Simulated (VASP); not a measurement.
# Ba (Pm-3m) in VASP: further runs, part 3 of 3

VASP 6.6.1. The steps go on from the part before.

## Step 4: Single point, r2SCAN

This run uses another cell than the first one, of 41.93 Å³/atom, 1.505 times its volume.

POSCAR reads:

```
Ba
1.0
    3.4740931388      0.0000000000      0.0000000000
    0.0000000000      3.4740931388      0.0000000000
    0.0000000000      0.0000000000      3.4740931388
Ba
1
Direct
    0.0000000000      0.0000000000      0.0000000000
```

INCAR.step1 reads:

```
SYSTEM = Ba
PREC = Accurate
ENCUT = 520
ISMEAR = -1
SIGMA = 0.05
LREAL = .FALSE.
LASPH = .TRUE.
NELM = 60
NBANDS = 11
GGA = PE
ALGO = Normal
EDIFF = 1E-4
LWAVE = .TRUE.
LCHARG = .FALSE.
```

INCAR.step2 reads:

```
SYSTEM = Ba
PREC = Accurate
ENCUT = 520
EDIFF = 1E-6
ISMEAR = -1
SIGMA = 0.05
LREAL = .FALSE.
LASPH = .TRUE.
NELM = 60
ALGO = Normal
ISIF = 2
LWAVE = .FALSE.
LCHARG = .FALSE.
METAGGA = R2SCAN
LMIXTAU = .TRUE.
NBANDS = 11
ISTART = 1
```

KPOINTS reads:

```
regular mesh
0
G
  7 7 7
  0 0 0
```

Potentials or basis: VASP PAW PBE potentials, release 64 (Ba_sv).

Run with:

```
$ cat potpaw_PBE.64/Ba_sv/POTCAR > POTCAR
$ cp INCAR.step1 INCAR
$ mpirun -np 1 vasp_std > vasp.out
$ cp INCAR.step2 INCAR
$ mpirun -np 1 vasp_std > vasp.out
```

OUTCAR:

```text
SYSTEM = Ba
   PREC = Accurate
   ENCUT = 520
   EDIFF = 1E-6
   ISMEAR = -1
   LREAL = .FALSE.
   LASPH = .TRUE.
   NELM = 60
   ISIF = 2
   METAGGA = R2SCAN
   ISTART = 1

 ion  position               nearest neighbor table
   1  0.000  0.000  0.000-

  LATTYP: Found a simple cubic cell.
 ALAT       =     3.4740931388

  Lattice vectors:

 A1 = (   3.4740931388,   0.0000000000,   0.0000000000)
 A2 = (   0.0000000000,   3.4740931388,   0.0000000000)
[... 453 lines left out ...]
     10      11.7986      0.00000
     11      13.8043      0.00000

------------------------ aborting loop because EDIFF is reached ----------------------------------------

  FORCE on cell =-STRESS in cart. coord.  units (eV):
  Direction    XX          YY          ZZ          XY          YZ          ZX
  --------------------------------------------------------------------------------------
  -------------------------------------------------------------------------------------
  Total        1.5446340      1.5446340      1.5446340      0.0000000      0.0000000     -0.0000000
  in kB       59.0217134     59.0217134     59.0217134      0.0000000      0.0000000     -0.0000000
  external PRESSURE =      59.0217134 kB  Pullay stress =       0.0000000 kB

 VOLUME and BASIS-vectors are now :
 -----------------------------------------------------------------------------
  energy-cutoff  :      520.00
  volume of cell :       41.93
      direct lattice vectors                 reciprocal lattice vectors
     3.474093139  0.000000000  0.000000000     0.287844902  0.000000000  0.000000000
     0.000000000  3.474093139  0.000000000     0.000000000  0.287844902  0.000000000
     0.000000000  0.000000000  3.474093139     0.000000000  0.000000000  0.287844902

 POSITION                                       TOTAL-FORCE (eV/Angst)
 -----------------------------------------------------------------------------------
      0.00000      0.00000      0.00000         0.000000      0.000000      0.000000
 -----------------------------------------------------------------------------------
    total drift:                                0.000000      0.000000     -0.000000

  FREE ENERGIE OF THE ION-ELECTRON SYSTEM (eV)
  ---------------------------------------------------
  free  energy   TOTEN  =       -25.9249572713 eV

  energy  without entropy=      -25.9154925417  energy(sigma->0) =      -25.92022491
```

OUTCAR.step1:

```text
SYSTEM = Ba
   PREC = Accurate
   ENCUT = 520
   ISMEAR = -1
   LREAL = .FALSE.
   LASPH = .TRUE.
[... 490 lines left out ...]
 -----------------------------------------------------------------------------------
      0.00000      0.00000      0.00000         0.000000      0.000000      0.000000
 -----------------------------------------------------------------------------------
    total drift:                                0.000000      0.000000     -0.000000

  FREE ENERGIE OF THE ION-ELECTRON SYSTEM (eV)
  ---------------------------------------------------
  free  energy   TOTEN  =        -1.3313971156 eV

  energy  without entropy=       -1.3253383848  energy(sigma->0) =       -1.32836775
```

Wall time 18 s (1 thread of Intel Xeon 6975P-C (Granite Rapids), shared host); peak memory 0.16 GiB.

Results:

```yaml
Free_energy: -25.9250 eV
Pressure: 5.9 GPa
Band_gap_on_the_k_mesh: zero (band 5 reaches 3.50 eV, above the bottom of band 6 at 3.00 eV)
```

Caveat: the PAW data sets were made with another functional, which shifts forces and pressure a little; spin-orbit coupling is left out, which moves the levels of the heavy elements.

## Step 5: Single point, r2SCAN

This run uses another cell than the first one, of 49.52 Å³/atom, 1.777 times its volume.

POSCAR reads:

```
Ba
1.0
    3.6720988001      0.0000000000      0.0000000000
    0.0000000000      3.6720988001      0.0000000000
    0.0000000000      0.0000000000      3.6720988001
Ba
1
Direct
    0.0000000000      0.0000000000      0.0000000000
```

INCAR.step1 reads:

```
ALGO = Normal
EDIFF = 1E-4
ENCUT = 520
GGA = PE
ISMEAR = -1
LASPH = T
LCHARG = F
LREAL = F
LWAVE = T
NBANDS = 11
NELM = 60
PREC = Accurate
SIGMA = 0.05
```

INCAR.step2 reads:

```
ALGO = Normal
EDIFF = 1E-6
ENCUT = 520
ISIF = 2
ISMEAR = -1
ISTART = 1
LASPH = T
LCHARG = T
LELF = T
LMIXTAU = T
LREAL = F
LVHAR = T
LWAVE = F
METAGGA = R2SCAN
NBANDS = 11
NELM = 60
PREC = Accurate
SIGMA = 0.05
```

KPOINTS reads:

```
k-points
0
Gamma
  7 7 7
```

Potentials or basis: VASP PAW PBE potentials, release 64 (Ba_sv).

Run with:

```
$ cat potpaw_PBE.64/Ba_sv/POTCAR > POTCAR
$ cp INCAR.step1 INCAR
$ mpirun -np 1 vasp_std > vasp.out
$ cp INCAR.step2 INCAR
$ mpirun -np 1 vasp_std > vasp.out
```

OUTCAR:

```text
EDIFF = 1E-6
   ENCUT = 520
   ISIF = 2
   ISMEAR = -1
   ISTART = 1
   LASPH = T
   LREAL = F
   METAGGA = R2SCAN
   NELM = 60
   PREC = Accurate

 ion  position               nearest neighbor table
   1  0.000  0.000  0.000-

  LATTYP: Found a simple cubic cell.
 ALAT       =     3.6720988001

  Lattice vectors:

 A1 = (   3.6720988001,   0.0000000000,   0.0000000000)
 A2 = (   0.0000000000,   3.6720988001,   0.0000000000)
[... 452 lines left out ...]
      9       9.6124      0.00000
     10       9.6124      0.00000
     11      11.0533      0.00000

------------------------ aborting loop because EDIFF is reached ----------------------------------------

  FORCE on cell =-STRESS in cart. coord.  units (eV):
  Direction    XX          YY          ZZ          XY          YZ          ZX
  --------------------------------------------------------------------------------------
  -------------------------------------------------------------------------------------
  Total        0.7374222      0.7374222      0.7374222      0.0000000      0.0000000      0.0000000
  in kB       23.8607291     23.8607291     23.8607291      0.0000000      0.0000000      0.0000000
  external PRESSURE =      23.8607291 kB  Pullay stress =       0.0000000 kB

 VOLUME and BASIS-vectors are now :
 -----------------------------------------------------------------------------
  energy-cutoff  :      520.00
  volume of cell :       49.52
      direct lattice vectors                 reciprocal lattice vectors
     3.672098800  0.000000000  0.000000000     0.272323827  0.000000000  0.000000000
     0.000000000  3.672098800  0.000000000     0.000000000  0.272323827  0.000000000
     0.000000000  0.000000000  3.672098800     0.000000000  0.000000000  0.272323827

 POSITION                                       TOTAL-FORCE (eV/Angst)
 -----------------------------------------------------------------------------------
      0.00000      0.00000      0.00000         0.000000      0.000000      0.000000
 -----------------------------------------------------------------------------------
    total drift:                               -0.000000      0.000000     -0.000000

  FREE ENERGIE OF THE ION-ELECTRON SYSTEM (eV)
  ---------------------------------------------------
  free  energy   TOTEN  =       -26.1085256818 eV

  energy  without entropy=      -26.0994235373  energy(sigma->0) =      -26.10397461
```

OUTCAR.step1:

```text
EDIFF = 1E-4
   ENCUT = 520
   GGA = PE
   ISMEAR = -1
   LASPH = T
   LREAL = F
[... 487 lines left out ...]

 POSITION                                       TOTAL-FORCE (eV/Angst)
 -----------------------------------------------------------------------------------
      0.00000      0.00000      0.00000         0.000000      0.000000      0.000000
 -----------------------------------------------------------------------------------
    total drift:                               -0.000000     -0.000000     -0.000000

  FREE ENERGIE OF THE ION-ELECTRON SYSTEM (eV)
  ---------------------------------------------------
  free  energy   TOTEN  =        -1.5149881637 eV

  energy  without entropy=       -1.5055305122  energy(sigma->0) =       -1.51025934
```

Wall time 19 s (1 thread of Intel Xeon 6975P-C (Granite Rapids), shared host); peak memory 0.16 GiB.

Results:

```yaml
Free_energy: -26.1085 eV
Pressure: 2.4 GPa
Band_gap_on_the_k_mesh: zero (band 5 reaches 2.55 eV, above the bottom of band 6 at 2.48 eV)
```

Levels at points of the mesh, in eV from the Fermi level:
| k point | band 1 | band 2 | band 3 | band 4 | band 5 | band 6 | band 7 | band 8 | band 9 | band 10 |
| --- | --- | --- | --- | --- | --- | --- | --- | --- | --- | --- |
| (0.00, 0.00, 0.00) | -30.05 | -14.20 | -14.20 | -14.20 | -2.63 | 0.05 | 0.05 | 6.27 | 6.27 | 6.27 |

Caveat: the PAW data sets were made with another functional, which shifts forces and pressure a little; spin-orbit coupling is left out, which moves the levels of the heavy elements.

## Step 6: Single point, r2SCAN

This run uses another cell than the first one, of 60.13 Å³/atom, 2.158 times its volume.

POSCAR reads:

```
Ba
1.0
    3.9177175405      0.0000000000      0.0000000000
    0.0000000000      3.9177175405      0.0000000000
    0.0000000000      0.0000000000      3.9177175405
Ba
1
Direct
    0.0000000000      0.0000000000      0.0000000000
```

INCAR.step1 reads:

```
SYSTEM = Ba
ALGO = Normal
EDIFF = 1E-4
ENCUT = 520
GGA = PE
ISMEAR = -1
LASPH = .True.
LCHARG = .False.
LREAL = .False.
LWAVE = .True.
NBANDS = 11
NELM = 100
PREC = Accurate
SIGMA = 0.05
```

INCAR.step2 reads:

```
SYSTEM = Ba
ALGO = Normal
EDIFF = 1E-7
ENCUT = 520
ISIF = 2
ISMEAR = -1
ISTART = 1
LASPH = .True.
LCHARG = .False.
LMIXTAU = .True.
LREAL = .False.
LWAVE = .False.
METAGGA = R2SCAN
NBANDS = 11
NELM = 100
PREC = Accurate
SIGMA = 0.05
```

KPOINTS reads:

```
k-points
0
Gamma
  7 7 7
  0 0 0
```

Potentials or basis: VASP PAW PBE potentials, release 64 (Ba_sv).

Run with:

```
$ cat potpaw_PBE.64/Ba_sv/POTCAR > POTCAR
$ cp INCAR.step1 INCAR
$ mpirun -np 1 vasp_std > vasp.out
$ cp INCAR.step2 INCAR
$ mpirun -np 1 vasp_std > vasp.out
```

Run time: 28 s. Hardware: 1 thread of Intel Xeon 6975P-C (Granite Rapids), shared host; peak memory 0.16 GiB.

Results (log left out):

| Item | Value |
| --- | --- |
| Free energy | -26.1896 eV |
| Pressure | 0.2 GPa |
| Band gap on the k mesh | 0.25 eV, direct |

Levels at points of the mesh, in eV from the valence-band top:
| k point | band 3 | band 4 | band 5 | band 6 | band 7 | band 8 |
| --- | --- | --- | --- | --- | --- | --- |
| (0.00, 0.00, 0.00) | -14.49 | -14.49 | -2.54 | 0.33 | 0.33 | 5.38 |

Caveat: the PAW data sets were made with another functional, which shifts forces and pressure a little; spin-orbit coupling is left out, which moves the levels of the heavy elements. A k mesh can miss the band edges.

## Step 7: Overview

| cell | gap on the mesh (eV) | pressure (GPa) |
| --- | --- | --- |
| a = 3.032 Å, 1 atom | none | 25.1 |
| a = 3.294 Å, 1 atom | none | 11.9 |
| a = 3.474 Å, 1 atom | none | 5.9 |
| a = 3.672 Å, 1 atom | none | 2.4 |
| a = 3.918 Å, 1 atom | 0.25 | 0.2 |

Alike in all rows: task single point; level r2SCAN; potentials or basis VASP PAW PBE potentials, release 64 (Ba_sv); no spin polarisation; k mesh 7 × 7 × 7; cutoff (eV) 520; smearing fermi-dirac 0.05 eV.

Caveats: the PAW data sets were made with another functional, which shifts forces and pressure a little; spin-orbit coupling is left out, which moves the levels of the heavy elements.

Total energies depend on the potentials used, so only differences within one code and one set of settings carry meaning.
